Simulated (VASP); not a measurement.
# Hf5C3: single point with PBE

Crystal: Hf5C3.

```
Hf C
1.0
     3.63636   -5.09493    0.00000
     3.63636    5.09493    0.00000
     0.00000    0.00000    3.32269
Hf C
5 3
Direct
  0.00000 0.00000 0.00000
  0.00000 0.50000 0.00000
  0.50000 0.00000 0.00000
  0.29785 0.29785 0.50000
  0.70215 0.70215 0.50000
  0.50000 0.50000 0.00000
  0.83915 0.16085 0.50000
  0.16085 0.83915 0.50000
```

The cell was generated, and may not be a known phase.

```yaml
Program: VASP 6.6.1
Task: single point
Functional: PBE
Potentials_or_basis: VASP PAW PBE potentials, release 64 (Hf_pv, C)
Cutoff: 520 eV
k_mesh: 3 × 3 × 4
Occupations: gaussian, width 0.2 eV
Spin: no spin polarisation
Dipole_correction: no
Further_INCAR_settings: ALGO = Normal; EDIFF = 1e-07; NBANDS = 41
```

The pressure is -0.7 GPa, the largest force is 0.030 eV/Å and the band gap on the k mesh is zero (bands 31 and 32 overlap by 0.33 eV).

Forces in eV/Å, atoms in the order of the input:
```
Hf   0.000  0.000  0.000
Hf   0.000  0.000  0.000
Hf   0.000  0.000  0.000
Hf   0.013  0.000  0.000
Hf  -0.013  0.000  0.000
C    0.000  0.000  0.000
C    0.000 -0.030  0.000
C    0.000  0.030  0.000
```

Stress tensor (GPa, compression positive):
```
-0.84  0.00  0.00
 0.00 -0.64  0.00
 0.00  0.00 -0.68
```

Levels at points of the mesh, in eV from the Fermi level:
| k point | band 27 | band 28 | band 29 | band 30 | band 31 | band 32 | band 33 | band 34 | band 35 | band 36 |
| --- | --- | --- | --- | --- | --- | --- | --- | --- | --- | --- |
| (0.00, 0.00, 0.00) | -2.19 | -1.11 | -0.90 | -0.05 | 0.02 | 0.25 | 0.53 | 0.60 | 1.14 | 1.64 |
| (0.00, 0.00, 0.50) | -2.18 | -2.16 | -2.04 | -1.05 | 0.14 | 0.54 | 0.58 | 0.87 | 1.16 | 1.46 |

It took 2.3 min on 1 thread of Intel Xeon 8259CL, on a shared host, peak memory 0.26 GiB.

Caveat: the k points lie up to 0.47 Å⁻¹ apart; spin-orbit coupling is left out, which moves the levels of the heavy elements.
